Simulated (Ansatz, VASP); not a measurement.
Cr: VASP beside Ansatz

```xyz
1
Lattice="-1.4077 1.4077 1.4077 1.4077 -1.4077 1.4077 1.4077 1.4077 -1.4077" Properties=species:S:1:pos:R:3 pbc="T T T"
Cr    0.0000    0.0000    0.0000
```

Alike in both runs: functional PBEsol; k mesh 10 × 10 × 10; occupations gaussian, width 0.1 eV; no spin polarisation.

Ansatz relaxed the structure, and its values are those at the end. VASP's run is a single point on that final structure, the one shown.

|  | VASP | Ansatz |
| --- | --- | --- |
| version | VASP 6.6.1 | Ansatz 0.2.0 |
| potentials or method | VASP PAW PBE potentials, release 64 (Cr_pv), cutoff 520 eV | scalar-relativistic, plane waves, PAW |
| valence electrons in the cell | 12 | 14 |

Ansatz gave:

| Quantity | Value |
| --- | --- |
| gap on the k mesh at the Fermi level (eV) | none |
| pressure (GPa) | 0.2 |

What did VASP give for the same quantities?

gap on the k mesh at the Fermi level (eV): none; pressure (GPa): -0.4.

VASP's potentials were made for PBE, not for PBEsol. A gap of «none» marks a metal or a gap that the smearing closes. The functional is the same, so the differences come from potentials, cutoffs and numerics. VASP's potentials hold 12 valence electrons a cell and Ansatz's 14, so a difference there can come from the potentials and not from the codes.
